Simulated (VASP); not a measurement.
Input of a VASP 6.6.1 run:

Contents of INCAR:

```
SYSTEM = C
ALGO = Normal
EDIFF = 1E-6
ENCUT = 520
GGA = PE
ISIF = 2
ISMEAR = -1
LASPH = .TRUE.
LCHARG = .FALSE.
LREAL = .FALSE.
LWAVE = .FALSE.
NBANDS = 11
NELM = 60
PREC = Accurate
SIGMA = 0.1
```

File KPOINTS:

```
k-points
0
G
  18 18 18
  0 0 0
```

The input POSCAR:

```
C
1.0
    0.0000000000      1.7858152642      1.7858152642
    1.7858152642      0.0000000000      1.7858152642
    1.7858152642      1.7858152642      0.0000000000
C
2
Direct
   -0.1250000000     -0.1250000000     -0.1250000000
    0.1250000000      0.1250000000      0.1250000000
```

Potentials or basis: VASP PAW PBE potentials, release 64 (C).

Launch:

```sh
$ cat potpaw_PBE.64/C/POTCAR > POTCAR
$ mpirun -np 1 vasp_std > vasp.out
```

(1) What does it give for the pressure?

(2) Predict the band gap on the k mesh.

Results:

(1) 0.6 GPa.

(2) 4.14 eV, indirect (least direct gap 5.58 eV).
